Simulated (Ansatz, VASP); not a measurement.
One calculation of MgO, two programs

```
Mg O
1.0
     0.00000    2.12679    2.12679
     2.12679    0.00000    2.12679
     2.12679    2.12679    0.00000
Mg O
1 1
Direct
  0.00000 0.00000 0.00000
  0.50000 0.50000 0.50000
```

Alike in both runs: functional PBE; k mesh 10 × 10 × 10; occupations gaussian, width 0.02 eV; no spin polarisation.

Ansatz relaxed the structure, and its values are those at the end. VASP's run is a single point on that final structure, the one shown.

|  | VASP | Ansatz |
| --- | --- | --- |
| version | VASP 6.6.1 | Ansatz 0.2.0 |
| potentials or method | VASP PAW PBE potentials, release 64 (Mg, O), cutoff 520 eV | scalar-relativistic, plane waves, PAW |
| valence electrons in the cell | 8 | 16 |

```tsv
	VASP	Ansatz	Ansatz less VASP
gap on the k mesh at the Fermi level (eV)	4.45	4.46	+0.017
least direct gap on the mesh (eV)	4.45	4.46	+0.017
pressure (GPa)	-0.7	0.0	+0.75
```

With one functional, cell and mesh, what is left measures potentials, basis and numerics. VASP's potentials hold 8 valence electrons a cell and Ansatz's 16, so a difference there can come from the potentials and not from the codes.
